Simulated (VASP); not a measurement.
# Y3SnS2 (Immm) in VASP: single point with r2SCAN

Aim: the single point of Y3SnS2 with r2SCAN.

Program: VASP 6.6.1. These are calculated values, not measurements. Logs are shortened: lines on timing, memory, paths and dates and some standing lists are left out, and cuts for length are marked.

## (1) The cell of the first run

The structure is orthorhombic, space group Immm (No. 71). The conventional cell has a = 3.946 Å, b = 5.827 Å, c = 12.711 Å, α = 90.00°, β = 90.00°, γ = 90.00°. Within 3.6 Å of Y (site symmetry mm2) lie 4 S at 2.71 to 2.96 Å and 2 Sn at 3.20 Å. Within 3.7 Å of Y (site symmetry mmm) lie 4 S at 2.79 Å and 2 Sn at 2.91 Å. Sn (site symmetry mmm) has 6 Y at 2.91 to 3.20 Å within 3.8 Å. Within 3.6 Å of S (site symmetry mm2) lie 6 Y at 2.71 to 2.96 Å.

## (2) Single point, r2SCAN (Si replaced by Sn, lengths x 1.019, strained)

File POSCAR:

```
Y3SnS2
1.0
   -1.9731388493      2.9136752672      6.3553898211
    1.9731388493     -2.9136752672      6.3553898211
    1.9731388493      2.9136752672     -6.3553898211
Y Sn S
3 1 2
Direct
    0.8017131796      0.3017131796      0.5000000000
    0.5000000000      0.0000000000      0.5000000000
    0.1982868204      0.6982868204      0.5000000000
    0.0000000000      0.0000000000      0.0000000000
    0.6556575007      0.6556575007      0.0000000000
    0.3443424993      0.3443424993      0.0000000000
```

File INCAR.step1:

```
ALGO = Normal
EDIFF = 1E-4
ENCUT = 520
GGA = PE
ISMEAR = 0
LASPH = T
LCHARG = F
LREAL = F
LWAVE = T
NBANDS = 38
NELM = 100
PREC = Accurate
SIGMA = 0.1
```

File INCAR.step2:

```
ALGO = Normal
EDIFF = 1E-7
ENCUT = 520
ISIF = 2
ISMEAR = 0
ISTART = 1
LASPH = T
LCHARG = F
LMIXTAU = T
LREAL = F
LWAVE = F
METAGGA = R2SCAN
NBANDS = 38
NELM = 100
PREC = Accurate
SIGMA = 0.1
```

File KPOINTS:

```
k-points
0
Gamma
  6 6 6
```

Potentials or basis: VASP PAW PBE potentials, release 64 (Y_sv, Sn_d, S).

On the command line:

```sh
> cat potpaw_PBE.64/Y_sv/POTCAR potpaw_PBE.64/Sn_d/POTCAR potpaw_PBE.64/S/POTCAR > POTCAR
> cp INCAR.step1 INCAR
> mpirun -np 1 vasp_std > vasp.out
> cp INCAR.step2 INCAR
> mpirun -np 1 vasp_std > vasp.out
```

OUTCAR:

```text
EDIFF = 1E-7
   ENCUT = 520
   ISIF = 2
   ISMEAR = 0
   ISTART = 1
   LASPH = T
   LREAL = F
   METAGGA = R2SCAN
   NELM = 100
   PREC = Accurate

 ion  position               nearest neighbor table
   1  0.802  0.302  0.500-   5 2.71   5 2.71   6 2.96   6 2.96   4 3.20   4 3.20   3 3.76   3 3.76
                             3 3.76   3 3.76   2 3.84   2 4.33   2 4.33   2 4.33   2 4.33
   2  0.500  0.000  0.500-   5 2.79   6 2.79   5 2.79   6 2.79   4 2.91   4 2.91   3 3.84   1 3.84
                             1 4.33   3 4.33   3 4.33   1 4.33   3 4.33   1 4.33   3 4.33   1 4.33
   3  0.198  0.698  0.500-   6 2.71   6 2.71   5 2.96   5 2.96   4 3.20   4 3.20   1 3.76   1 3.76
                             1 3.76   1 3.76   2 3.84   2 4.33   2 4.33   2 4.33   2 4.33
   4  0.000  0.000  0.000-   2 2.91   2 2.91   3 3.20   3 3.20   1 3.20   1 3.20
   5  0.656  0.656  0.000-   1 2.71   1 2.71   2 2.79   2 2.79   3 2.96   3 2.96
   6  0.344  0.344  0.000-   3 2.71   3 2.71   2 2.79   2 2.79   1 2.96   1 2.96

  LATTYP: Found a body centered orthorhombic cell.
 ALAT       =     3.9462776986
 B/A-ratio  =     1.4766701635
 C/A-ratio  =     3.2209541783

  Lattice vectors:

 A1 = (  -1.9731388493,   2.9136752672,   6.3553898211)
 A2 = (   1.9731388493,  -2.9136752672,   6.3553898211)
 A3 = (   1.9731388493,   2.9136752672,  -6.3553898211)

Analysis of symmetry for initial positions (statically):
=====================================================================
 Subroutine PRICEL returns:
 Original cell was already a primitive cell.

 Routine SETGRP: Setting up the symmetry group for a
 body centered orthorhombic supercell.

 Subroutine GETGRP returns: Found  8 space group operations
 (whereof  8 operations were pure point group operations)
 out of a pool of  8 trial point group operations.

The static configuration has the point symmetry D_2h.

Analysis of symmetry for dynamics (positions and initial velocities):
=====================================================================
 Subroutine PRICEL returns:
 Original cell was already a primitive cell.

 Routine SETGRP: Setting up the symmetry group for a
 body centered orthorhombic supercell.

 Subroutine GETGRP returns: Found  8 space group operations
 (whereof  8 operations were pure point group operations)
 out of a pool of  8 trial point group operations.

The dynamic configuration has the point symmetry D_2h.

 Subroutine INISYM returns: Found  8 space group operations
 (whereof  8 operations are pure point group operations),
 and found     1 'primitive' translations

----------------------------------------------------------------------------------------

                                     Primitive cell

  volume of cell :     146.1507

  direct lattice vectors                    reciprocal lattice vectors
    -1.973138849  2.913675267  6.355389821     0.000000000  0.171604573  0.078673380
     1.973138849 -2.913675267  6.355389821     0.253403353  0.000000000  0.078673380
     1.973138849  2.913675267 -6.355389821     0.253403353  0.171604573  0.000000000

  length of vectors
     7.264555063  7.264555063  7.264555063     0.188779316  0.265335184  0.306041482

  position of ions in fractional coordinates (direct lattice)
     0.801713180  0.301713180  0.500000000
     0.500000000  0.000000000  0.500000000
     0.198286820  0.698286820  0.500000000
     0.000000000  0.000000000  0.000000000
     0.655657501  0.655657501  0.000000000
     0.344342499  0.344342499  0.000000000

  ion indices of the primitive-cell ions
   primitive index   ion index
                 1           1
                 2           2
                 3           3
                 4           4
                 5           5
                 6           6

----------------------------------------------------------------------------------------

 KPOINTS: k-points

Automatic generation of k-mesh.
 Grid dimensions read from file:
 generate k-points for:    6    6    6

 Generating k-lattice:

  Cartesian coordinates                     Fractional coordinates (reciprocal lattice)
     0.000000000  0.028600762  0.013112230     0.166666667 -0.000000000  0.000000000
     0.042233892  0.000000000  0.013112230     0.000000000  0.166666667  0.000000000
     0.042233892  0.028600762  0.000000000     0.000000000 -0.000000000  0.166666667

  Length of vectors
     0.031463219  0.044222531  0.051006914

  Shift w.r.t. Gamma in fractional coordinates (k-lattice)
     0.000000000  0.000000000  0.000000000

 Subroutine IBZKPT returns following result:
 ===========================================

 Found     46 irreducible k-points:

 Following reciprocal coordinates:
            Coordinates               Weight
  0.000000  0.000000  0.000000      1.000000
  0.166667  0.000000  0.000000      4.000000
  0.333333  0.000000  0.000000      4.000000
  0.500000  0.000000 -0.000000      2.000000
  0.000000  0.166667  0.000000      4.000000
  0.166667  0.166667  0.000000      8.000000
[... 16 lines left out ...]
 -0.166667  0.166667  0.166667      2.000000
  0.166667  0.333333  0.166667      4.000000
 [... further k-points ...]
   k-points           NKPTS =     46   k-points in BZ     NKDIM =     46   number of bands    NBANDS=     38
   number of dos      NEDOS =    301   number of ions     NIONS =      6
   total plane-waves  NPLWV = 157464
   dimension x,y,z NGX =    54 NGY =   54 NGZ =   54
   dimension x,y,z NGXF=   108 NGYF=  108 NGZF=  108
   ions per type =               3   1   2
   NGX,Y,Z   is equivalent  to a cutoff of  12.36, 12.36, 12.36 a.u.
   NGXF,Y,Z  is equivalent  to a cutoff of  24.72, 24.72, 24.72 a.u.
 SYSTEM =  unknown system
   PREC   = accura    normal or accurate (medium, high low for compatibility)
   ISTART =      1    job   : 0-new  1-cont  2-samecut
   ICHARG =      0    charge: 1-file 2-atom 10-const
   ISPIN  =      1    spin polarized calculation?
   LNONCOLLINEAR =      F non collinear calculations
   LSORBIT =      F    spin-orbit coupling
   LASPH  =      T    aspherical Exc in radial PAW
   ENCUT  =  520.0 eV  38.22 Ry    6.18 a.u.  13.51 13.51 13.51*2*pi/ulx,y,z
   NELM   =    100;   NELMIN=  2; NELMDL=  0     # of ELM steps
   EDIFF  = 0.1E-06   stopping-criterion for ELM
   LREAL  =      F    real-space projection
   EDIFFG = 0.1E-05   stopping-criterion for IOM
   NSW    =      0    number of steps for IOM
   IBRION =     -1    ionic relax: 0-MD 1-quasi-New 2-CG
   NFREE  =      0    steps in history (QN), initial steepest desc. (CG)
   ISIF   =      2    stress and relaxation
   ISYM   =      2    0-nonsym 1-usesym 2-fastsym
   POTIM  = 0.5000    time-step for ionic-motion
   TEBEG  =    0.0;   TEEND  =   0.0 temperature during run
   PSTRESS=    0.0 pullay stress
   NELECT =      59.0000    total number of electrons
   NUPDOWN=      -1.0000    fix difference up-down
   EMIN   =  10.00;   EMAX   =-10.00  energy-range for DOS
   EFERMI =   0.00;   METHOD = LEGACY
   ISMEAR =     0;   SIGMA  =   0.10  broadening in eV -4-tet -1-fermi 0-gaus
   EFERMI_NEDOS =   21; number of points for ismear=-14 and -15
   IALGO  =     38    algorithm
   IMIX   =      4    mixing-type and parameters
     AMIX     =   0.40;   BMIX     =  1.00
     AMIX_MAG =   1.60;   BMIX_MAG =  1.00
  volume/ion in A,a.u.               =      24.36       164.38
  Fermi-wavevector in a.u.,A,eV,Ry     =   1.209925  2.286427 19.917826  1.463919
  Thomas-Fermi vector in A             =   2.345488
   LORBIT       =      0    0 simple, 1 ext, 2 COOP (PROOUT), +10 PAW based schemes
   METAGGA = R2SCAN    functional components
   LHFCALC =     F    Hartree Fock is set to
   AEXX    =    0.0000 exact exchange contribution
   IVDW    =     0    specifies the selected vdW correction
   LEPSILON=     F    determine dielectric tensor
   LRPA    =     F    only Hartree local field effects (RPA)
 non-spin polarized calculation
 Gauss-broadening in eV      SIGMA  =   0.10
  energy-cutoff  :      520.00
  volume of cell :      146.15
 maximum number of plane-waves:      3971
   NGX = 27   NGY = 27   NGZ = 27

 number of electron      59.0000003 magnetization

 Free energy of the ion-electron system (eV)
  ---------------------------------------------------
  ext. energy  EPLUGINS =         0.00000000
  ---------------------------------------------------
  free energy    TOTEN  =      -111.83972232 eV

  energy without entropy =     -111.82461362  energy(sigma->0) =     -111.83216797

 E-fermi :   6.1718     XC(G=0): -10.6918

 val. band max:        6.1704131047   @ k =   0.3333   0.1667   0.0000
 cond. band min:       6.1899334964   @ k =   0.3333  -0.3333   0.1667
 fundamental gap:      0.0195203917
 Fermi energy:         6.1717950713

 k-point     1 :       0.0000    0.0000    0.0000
  band No.  band energies     occupation
      1     -39.0466      2.00000
      2     -39.0193      2.00000
      3     -38.7414      2.00000
      4     -18.5682      2.00000
      5     -18.4665      2.00000
      6     -18.4234      2.00000
[... 30 lines left out ...]
     37       8.6156      0.00000
     38       8.6616      0.00000

 k-point     2 :       0.1667    0.0000    0.0000
  band No.  band energies     occupation
      1     -39.0448      2.00000
      2     -39.0211      2.00000
      3     -38.7413      2.00000
      4     -18.5767      2.00000
      5     -18.4519      2.00000
      6     -18.4331      2.00000
[... 30 lines left out ...]
     37       8.6384      0.00000
     38       8.8946      0.00000

 k-point     3 :       0.3333    0.0000    0.0000
  band No.  band energies     occupation
      1     -39.0397      2.00000
      2     -39.0261      2.00000
      3     -38.7412      2.00000
      4     -18.5754      2.00000
      5     -18.4924      2.00000
      6     -18.3924      2.00000
[... 30 lines left out ...]
     37       8.9996      0.00000
[... 781 lines left out ...]
 k-point    23 :      -0.1667    0.1667    0.1667
  band No.  band energies     occupation
      1     -39.0341      2.00000
      2     -39.0205      2.00000
      3     -38.7358      2.00000
      4     -18.5002      2.00000
      5     -18.4739      2.00000
      6     -18.4594      2.00000
[... 30 lines left out ...]
     37       8.8744      0.00000
     38       9.1071      0.00000

 k-point    24 :       0.1667    0.3333    0.1667
  band No.  band energies     occupation
      1     -39.0253      2.00000
      2     -39.0253      2.00000
      3     -38.7336      2.00000
      4     -18.5789      2.00000
      5     -18.5743      2.00000
      6     -18.4062      2.00000
[... 30 lines left out ...]
     37       9.0029      0.00000
     38       9.5068      0.00000

 [... further k-points ...]
[... 5 lines left out ...]
  --------------------------------------------------------------------------------------
  -------------------------------------------------------------------------------------
  Total       -0.6919462      1.4457796     -2.9158577      0.0000000      0.0000000      0.0000000
  in kB       -7.5854599     15.8493584    -31.9650897      0.0000000      0.0000000      0.0000000
  external PRESSURE =      -7.9003971 kB  Pullay stress =       0.0000000 kB

 VOLUME and BASIS-vectors are now :
 -----------------------------------------------------------------------------
  energy-cutoff  :      520.00
  volume of cell :      146.15
      direct lattice vectors                 reciprocal lattice vectors
    -1.973138849  2.913675267  6.355389821     0.000000000  0.171604573  0.078673380
     1.973138849 -2.913675267  6.355389821     0.253403353  0.000000000  0.078673380
     1.973138849  2.913675267 -6.355389821     0.253403353  0.171604573  0.000000000

 POSITION                                       TOTAL-FORCE (eV/Angst)
 -----------------------------------------------------------------------------------
      0.00000      2.91368      3.83501        -0.000000      0.000000      1.297288
      0.00000      2.91368      0.00000         0.000000     -0.000000      0.000000
      1.97314     -0.00000      2.52038         0.000000      0.000000     -1.297288
      0.00000      0.00000      0.00000         0.000000     -0.000000      0.000000
      0.00000      0.00000      8.33392         0.000000      0.000000      0.500559
      0.00000      0.00000      4.37686        -0.000000     -0.000000     -0.500559
 -----------------------------------------------------------------------------------
    total drift:                               -0.000000      0.000000      0.000000

  FREE ENERGIE OF THE ION-ELECTRON SYSTEM (eV)
  ---------------------------------------------------
  free  energy   TOTEN  =      -111.8397223153 eV

  energy  without entropy=     -111.8246136196  energy(sigma->0) =     -111.83216797
```

It used 1800 s of CPU time on 1 thread of Intel(R) Xeon(R) Platinum 8488C (Sapphire Rapids), on a shared host.

Results:

- Free energy: -111.8397 eV
- Pressure: -0.8 GPa
- Largest force: 1.297 eV/Å

Forces in eV/Å, atoms in the order of the input:
```
Y    0.000  0.000  1.297
Y    0.000  0.000  0.000
Y    0.000  0.000 -1.297
Sn   0.000  0.000  0.000
S    0.000  0.000  0.501
S    0.000  0.000 -0.501
```

Caveat: the cell differs from its parent crystal (Si replaced by Sn, lengths x 1.019, strained); the PAW data sets were made with another functional, which shifts forces and pressure a little; spin-orbit coupling is left out, which moves the levels of the heavy elements.
